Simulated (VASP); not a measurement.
# KZnF3 (Pm-3m) in VASP: further runs

The runs below take KZnF3 through single point, with r2SCAN.

Everything below comes from runs of VASP 6.6.1. Logs are shortened: lines on timing, memory, paths and dates and some standing lists are left out, and cuts for length are marked.

## 1. The cell of the first run

Symmetry: Pm-3m, No. 221, cubic system. The conventional cell has a = 3.967 Å, b = 3.967 Å, c = 3.967 Å, α = 90.00°, β = 90.00°, γ = 90.00°. Within 2.6 Å of Zn (site symmetry m-3m) lie 6 F at 1.98 Å. K (site symmetry m-3m) has 12 F at 2.81 Å and 8 Zn at 3.44 Å within 3.7 Å. Within 2.6 Å of F (site symmetry 4/mmm) lie 2 Zn at 1.98 Å.

## 2. Single point, r2SCAN

POSCAR

```
KZnF3
1.0
    3.9673237403      0.0000000000      0.0000000000
    0.0000000000      3.9673237403      0.0000000000
    0.0000000000      0.0000000000      3.9673237403
Zn K F
1 1 3
Direct
    0.5000000000      0.5000000000      0.5000000000
    0.0000000000      0.0000000000      0.0000000000
    0.5000000000      0.0000000000      0.5000000000
    0.0000000000      0.5000000000      0.5000000000
    0.5000000000      0.5000000000      0.0000000000
```

INCAR.step1

```
PREC = Accurate ; ENCUT = 520
ISMEAR = -1 ; SIGMA = 0.05
LREAL = False ; LASPH = True
NELM = 60 ; NBANDS = 29
GGA = PE ; ALGO = Normal
EDIFF = 1E-4 ; LWAVE = True
LCHARG = False
```

INCAR.step2

```
PREC = Accurate ; ENCUT = 520
EDIFF = 1E-6 ; ISMEAR = -1
SIGMA = 0.05 ; LREAL = False
LASPH = True ; NELM = 60
ALGO = Normal ; ISIF = 2
LWAVE = False ; LCHARG = False
METAGGA = R2SCAN ; LMIXTAU = True
NBANDS = 29 ; ISTART = 1
```

KPOINTS

```
Automatic mesh
0
Gamma
  7 7 7
```

Potentials or basis: VASP PAW PBE potentials, release 64 (Zn, K_sv, F).

Started as:

```sh
cat potpaw_PBE.64/Zn/POTCAR potpaw_PBE.64/K_sv/POTCAR potpaw_PBE.64/F/POTCAR > POTCAR
cp INCAR.step1 INCAR
mpirun -np 1 vasp_std > vasp.out
cp INCAR.step2 INCAR
mpirun -np 1 vasp_std > vasp.out
```

OUTCAR:

```text
PREC = Accurate
   ENCUT = 520
   EDIFF = 1E-6
   ISMEAR = -1
   LREAL = False
   LASPH = True
   NELM = 60
   ISIF = 2
   METAGGA = R2SCAN
   ISTART = 1

 ion  position               nearest neighbor table
   1  0.500  0.500  0.500-   3 1.98   4 1.98   5 1.98   5 1.98   3 1.98   4 1.98
   2  0.000  0.000  0.000-   3 2.81   4 2.81   5 2.81   3 2.81   4 2.81   4 2.81   5 2.81   4 2.81
                             3 2.81   5 2.81   3 2.81   5 2.81
   3  0.500  0.000  0.500-   1 1.98   1 1.98   2 2.81   2 2.81   2 2.81   2 2.81
   4  0.000  0.500  0.500-   1 1.98   1 1.98   2 2.81   2 2.81   2 2.81   2 2.81
   5  0.500  0.500  0.000-   1 1.98   1 1.98   2 2.81   2 2.81   2 2.81   2 2.81

  LATTYP: Found a simple cubic cell.
 ALAT       =     3.9673237403

  Lattice vectors:

 A1 = (   3.9673237403,   0.0000000000,   0.0000000000)
 A2 = (   0.0000000000,   3.9673237403,   0.0000000000)
 A3 = (   0.0000000000,   0.0000000000,   3.9673237403)

Analysis of symmetry for initial positions (statically):
=====================================================================
 Subroutine PRICEL returns:
 Original cell was already a primitive cell.

 Routine SETGRP: Setting up the symmetry group for a
 simple cubic supercell.

 Subroutine GETGRP returns: Found 48 space group operations
 (whereof 48 operations were pure point group operations)
 out of a pool of 48 trial point group operations.

The static configuration has the point symmetry O_h .

Analysis of symmetry for dynamics (positions and initial velocities):
=====================================================================
 Subroutine PRICEL returns:
 Original cell was already a primitive cell.

 Routine SETGRP: Setting up the symmetry group for a
 simple cubic supercell.

 Subroutine GETGRP returns: Found 48 space group operations
 (whereof 48 operations were pure point group operations)
 out of a pool of 48 trial point group operations.

The dynamic configuration has the point symmetry O_h .

 Subroutine INISYM returns: Found 48 space group operations
 (whereof 48 operations are pure point group operations),
 and found     1 'primitive' translations

----------------------------------------------------------------------------------------

                                     Primitive cell

  volume of cell :      62.4443

  direct lattice vectors                    reciprocal lattice vectors
     3.967323740  0.000000000  0.000000000     0.252059087  0.000000000  0.000000000
     0.000000000  3.967323740  0.000000000     0.000000000  0.252059087  0.000000000
     0.000000000  0.000000000  3.967323740     0.000000000  0.000000000  0.252059087

  length of vectors
     3.967323740  3.967323740  3.967323740     0.252059087  0.252059087  0.252059087

  position of ions in fractional coordinates (direct lattice)
     0.500000000  0.500000000  0.500000000
     0.000000000  0.000000000  0.000000000
     0.500000000  0.000000000  0.500000000
     0.000000000  0.500000000  0.500000000
     0.500000000  0.500000000  0.000000000

  ion indices of the primitive-cell ions
   primitive index   ion index
                 1           1
                 2           2
                 3           3
                 4           4
                 5           5

----------------------------------------------------------------------------------------

 KPOINTS: Automatic mesh

Automatic generation of k-mesh.
 Grid dimensions read from file:
 generate k-points for:    7    7    7

 Generating k-lattice:

  Cartesian coordinates                     Fractional coordinates (reciprocal lattice)
     0.036008441  0.000000000  0.000000000     0.142857143  0.000000000  0.000000000
     0.000000000  0.036008441  0.000000000     0.000000000  0.142857143  0.000000000
     0.000000000  0.000000000  0.036008441     0.000000000  0.000000000  0.142857143

  Length of vectors
     0.036008441  0.036008441  0.036008441

  Shift w.r.t. Gamma in fractional coordinates (k-lattice)
     0.000000000  0.000000000  0.000000000

 Subroutine IBZKPT returns following result:
 ===========================================

 Found     20 irreducible k-points:

 Following reciprocal coordinates:
            Coordinates               Weight
  0.000000  0.000000  0.000000      1.000000
  0.142857  0.000000  0.000000      6.000000
  0.285714  0.000000  0.000000      6.000000
  0.428571  0.000000  0.000000      6.000000
  0.142857  0.142857  0.000000     12.000000
  0.285714  0.142857  0.000000     24.000000
[... 12 lines left out ...]
  0.428571  0.428571  0.285714     24.000000
  0.428571  0.428571  0.428571      8.000000
   k-points           NKPTS =     20   k-points in BZ     NKDIM =     20   number of bands    NBANDS=     29
   number of dos      NEDOS =    301   number of ions     NIONS =      5
   total plane-waves  NPLWV =  27000
   dimension x,y,z NGX =    30 NGY =   30 NGZ =   30
   dimension x,y,z NGXF=    60 NGYF=   60 NGZF=   60
   ions per type =               1   1   3
   NGX,Y,Z   is equivalent  to a cutoff of  12.57, 12.57, 12.57 a.u.
   NGXF,Y,Z  is equivalent  to a cutoff of  25.14, 25.14, 25.14 a.u.
 SYSTEM =  unknown system
   PREC   = accura    normal or accurate (medium, high low for compatibility)
   ISTART =      1    job   : 0-new  1-cont  2-samecut
   ICHARG =      0    charge: 1-file 2-atom 10-const
   ISPIN  =      1    spin polarized calculation?
   LNONCOLLINEAR =      F non collinear calculations
   LSORBIT =      F    spin-orbit coupling
   LASPH  =      T    aspherical Exc in radial PAW
   ENCUT  =  520.0 eV  38.22 Ry    6.18 a.u.   7.38  7.38  7.38*2*pi/ulx,y,z
   NELM   =     60;   NELMIN=  2; NELMDL=  0     # of ELM steps
   EDIFF  = 0.1E-05   stopping-criterion for ELM
   LREAL  =      F    real-space projection
   EDIFFG = 0.1E-04   stopping-criterion for IOM
   NSW    =      0    number of steps for IOM
   IBRION =     -1    ionic relax: 0-MD 1-quasi-New 2-CG
   NFREE  =      0    steps in history (QN), initial steepest desc. (CG)
   ISIF   =      2    stress and relaxation
   ISYM   =      2    0-nonsym 1-usesym 2-fastsym
   POTIM  = 0.5000    time-step for ionic-motion
   TEBEG  =    0.0;   TEEND  =   0.0 temperature during run
   PSTRESS=    0.0 pullay stress
   NELECT =      42.0000    total number of electrons
   NUPDOWN=      -1.0000    fix difference up-down
   EMIN   =  10.00;   EMAX   =-10.00  energy-range for DOS
   EFERMI =   0.00;   METHOD = LEGACY
   ISMEAR =    -1;   SIGMA  =   0.05  broadening in eV -4-tet -1-fermi 0-gaus
   EFERMI_NEDOS =   21; number of points for ismear=-14 and -15
   IALGO  =     38    algorithm
   IMIX   =      4    mixing-type and parameters
     AMIX     =   0.40;   BMIX     =  1.00
     AMIX_MAG =   1.60;   BMIX_MAG =  1.00
  volume/ion in A,a.u.               =      12.49        84.28
  Fermi-wavevector in a.u.,A,eV,Ry     =   1.434367  2.710561 27.992745  2.057409
  Thomas-Fermi vector in A             =   2.553783
   LORBIT       =      0    0 simple, 1 ext, 2 COOP (PROOUT), +10 PAW based schemes
   METAGGA = R2SCAN    functional components
   LHFCALC =     F    Hartree Fock is set to
   AEXX    =    0.0000 exact exchange contribution
   IVDW    =     0    specifies the selected vdW correction
   LEPSILON=     F    determine dielectric tensor
   LRPA    =     F    only Hartree local field effects (RPA)
 non-spin polarized calculation
  energy-cutoff  :      520.00
  volume of cell :       62.44
 maximum number of plane-waves:      1743
 NGX is ok and might be reduce to    30
   NGX = 15   NGY = 15   NGZ = 15

 number of electron      41.9999989 magnetization

 Free energy of the ion-electron system (eV)
  ---------------------------------------------------
  ext. energy  EPLUGINS =         0.00000000
  ---------------------------------------------------
  free energy    TOTEN  =       -38.27476589 eV

  energy without entropy =      -38.27476589  energy(sigma->0) =      -38.27476589

 E-fermi :   0.4493     XC(G=0): -10.8275

 val. band max:       -0.6753312060   @ k =   0.4286   0.4286   0.0000
 cond. band min:       4.1881752935   @ k =   0.0000   0.0000   0.0000
 fundamental gap:      4.8635064995
 Fermi energy:         0.4493088209

 k-point     1 :       0.0000    0.0000    0.0000
  band No.  band energies     occupation
      1     -28.9987      2.00000
      2     -23.9661      2.00000
      3     -23.2880      2.00000
      4     -23.2880      2.00000
      5     -11.7294      2.00000
      6     -11.7294      2.00000
[... 21 lines left out ...]
     28      11.0331      0.00000
     29      15.0393      0.00000

 k-point     2 :       0.1429    0.0000    0.0000
  band No.  band energies     occupation
      1     -28.9925      2.00000
      2     -23.9414      2.00000
      3     -23.3116      2.00000
      4     -23.2859      2.00000
      5     -11.7260      2.00000
      6     -11.7184      2.00000
[... 21 lines left out ...]
     28      11.0918      0.00000
     29      14.8273      0.00000

 k-point     3 :       0.2857    0.0000    0.0000
  band No.  band energies     occupation
      1     -28.9787      2.00000
      2     -23.8791      2.00000
      3     -23.3733      2.00000
      4     -23.2824      2.00000
      5     -11.7184      2.00000
      6     -11.6934      2.00000
[... 21 lines left out ...]
     28      11.2328      0.00000
     29      14.3323      0.00000

 k-point     4 :       0.4286    0.0000    0.0000
  band No.  band energies     occupation
      1     -28.9675      2.00000
      2     -23.8172      2.00000
      3     -23.4344      2.00000
      4     -23.2794      2.00000
      5     -11.7122      2.00000
      6     -11.6731      2.00000
[... 469 lines left out ...]
     28      12.2275      0.00000
     29      13.3380      0.00000

 k-point    19 :       0.4286    0.4286    0.2857
  band No.  band energies     occupation
      1     -28.9367      2.00000
      2     -23.5305      2.00000
      3     -23.4473      2.00000
      4     -23.4248      2.00000
      5     -11.8702      2.00000
      6     -11.8658      2.00000
[... 21 lines left out ...]
     28      12.4233      0.00000
     29      13.5488      0.00000

 k-point    20 :       0.4286    0.4286    0.4286
  band No.  band energies     occupation
      1     -28.9317      2.00000
      2     -23.4808      2.00000
      3     -23.4407      2.00000
      4     -23.4407      2.00000
      5     -11.9093      2.00000
      6     -11.9093      2.00000
[... 21 lines left out ...]
     28      12.5424      0.00000
     29      13.9397      0.00000

------------------------ aborting loop because EDIFF is reached ----------------------------------------

  FORCE on cell =-STRESS in cart. coord.  units (eV):
  Direction    XX          YY          ZZ          XY          YZ          ZX
  --------------------------------------------------------------------------------------
  -------------------------------------------------------------------------------------
  Total        2.4914653      2.4914653      2.4914653     -0.0000000     -0.0000000      0.0000000
  in kB       63.9252602     63.9252602     63.9252602     -0.0000000     -0.0000000      0.0000000
  external PRESSURE =      63.9252602 kB  Pullay stress =       0.0000000 kB

 VOLUME and BASIS-vectors are now :
 -----------------------------------------------------------------------------
  energy-cutoff  :      520.00
  volume of cell :       62.44
      direct lattice vectors                 reciprocal lattice vectors
     3.967323740  0.000000000  0.000000000     0.252059087  0.000000000  0.000000000
     0.000000000  3.967323740  0.000000000     0.000000000  0.252059087  0.000000000
     0.000000000  0.000000000  3.967323740     0.000000000  0.000000000  0.252059087

 POSITION                                       TOTAL-FORCE (eV/Angst)
 -----------------------------------------------------------------------------------
      1.98366      1.98366      1.98366         0.000000      0.000000      0.000000
      0.00000      0.00000      0.00000         0.000000      0.000000      0.000000
      1.98366      0.00000      1.98366         0.000000      0.000000      0.000000
      0.00000      1.98366      1.98366         0.000000      0.000000      0.000000
      1.98366      1.98366      0.00000         0.000000      0.000000      0.000000
 -----------------------------------------------------------------------------------
    total drift:                                0.000000      0.000000     -0.000000

  FREE ENERGIE OF THE ION-ELECTRON SYSTEM (eV)
  ---------------------------------------------------
  free  energy   TOTEN  =       -38.2747658903 eV

  energy  without entropy=      -38.2747658903  energy(sigma->0) =      -38.27476589
```

Run time: 69 s. Hardware: 1 thread of Intel Xeon 6975P-C (Granite Rapids), shared host; peak memory 0.19 GiB.

What came out:

| Quantity | Value |
| --- | --- |
| Free energy | -38.2748 eV |
| Pressure | 6.4 GPa |
| Band gap on the k mesh | 4.86 eV, indirect (least direct gap 7.12 eV) |

Caveat: the PAW data sets were made with another functional, which shifts forces and pressure a little. A k mesh can miss the band edges.

## 3. Single point, r2SCAN

This run uses another cell than the first one, of 12.75 Å³/atom, 1.021 times its volume.

POSCAR, as its differences from that of step 2:

```diff
@@ -2,5 +2,5 @@
 1.0
-    3.9673237403      0.0000000000      0.0000000000
-    0.0000000000      3.9673237403      0.0000000000
-    0.0000000000      0.0000000000      3.9673237403
+    3.9952635604      0.0000000000      0.0000000000
+    0.0000000000      3.9952635604      0.0000000000
+    0.0000000000      0.0000000000      3.9952635604
 Zn K F
```

INCAR.step1, as its differences from that of step 2:

```diff
@@ -3,3 +3,3 @@
 LREAL = False ; LASPH = True
-NELM = 60 ; NBANDS = 29
+NELM = 80 ; NBANDS = 29
 GGA = PE ; ALGO = Normal
```

INCAR.step2

```
PREC = Accurate ; ENCUT = 520
EDIFF = 1E-7 ; ISMEAR = -1
SIGMA = 0.05 ; LREAL = False
LASPH = True ; NELM = 80
ALGO = Normal ; ISIF = 2
LWAVE = False ; LCHARG = False
METAGGA = R2SCAN ; LMIXTAU = True
NBANDS = 29 ; ISTART = 1
```

KPOINTS is that of step 2.

Potentials or basis: VASP PAW PBE potentials, release 64 (Zn, K_sv, F).

Started as:

```sh
cat potpaw_PBE.64/Zn/POTCAR potpaw_PBE.64/K_sv/POTCAR potpaw_PBE.64/F/POTCAR > POTCAR
cp INCAR.step1 INCAR
mpirun -np 1 vasp_std > vasp.out
cp INCAR.step2 INCAR
mpirun -np 1 vasp_std > vasp.out
```

It took 61 s on 1 thread of Intel Xeon 6975P-C (Granite Rapids), shared host; peak memory 0.19 GiB.

It converged, with:

- Free energy: -38.3198 eV
- Pressure: 4.1 GPa
- Band gap on the k mesh: 4.80 eV, indirect (least direct gap 6.93 eV)

Levels at points of the mesh, in eV from the valence-band top:
| k point | band 17 | band 18 | band 19 | band 20 | band 21 | band 22 | band 23 | band 24 | band 25 | band 26 |
| --- | --- | --- | --- | --- | --- | --- | --- | --- | --- | --- |
| (0.00, 0.00, 0.00) | -2.39 | -2.39 | -2.12 | -2.12 | -2.12 | 4.80 | 9.22 | 9.22 | 10.49 | 11.78 |

Caveat: the PAW data sets were made with another functional, which shifts forces and pressure a little. r2SCAN opens gaps a little over a GGA but as a rule still falls short of measured ones.

(Continued in part 2 of 2.)
